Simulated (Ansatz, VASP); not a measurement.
GaSb: VASP beside Ansatz

```
Ga Sb
1.0
     0.00000    3.14284    3.14284
     3.14284    0.00000    3.14284
     3.14284    3.14284    0.00000
Ga Sb
1 1
Direct
  0.00000 0.00000 0.00000
  0.25000 0.25000 0.25000
```

Alike in both runs: functional RPBE; k mesh 10 × 10 × 10; occupations gaussian, width 0.1 eV; no spin polarisation.

Ansatz relaxed the structure, and its values are those at the end. VASP's run is a single point on that final structure, the one shown.

|  | VASP | Ansatz |
| --- | --- | --- |
| version | VASP 6.6.1 | Ansatz 0.2.0 |
| potentials or method | VASP PAW PBE potentials, release 64 (Ga_d, Sb), cutoff 500 eV | scalar-relativistic, plane waves, PAW |
| valence electrons in the cell | 18 | 28 |

```tsv
	VASP	Ansatz	Ansatz less VASP
gap on the k mesh at the Fermi level (eV)	none	none	-
pressure (GPa)	0.0	0.0	-0.03
```

VASP's potentials were made for PBE, not for RPBE. A gap of «none» marks a metal or a gap that the smearing closes. VASP's potentials hold 18 valence electrons a cell and Ansatz's 28, so a difference there can come from the potentials and not from the codes.

Neither program's run includes spin-orbit coupling.
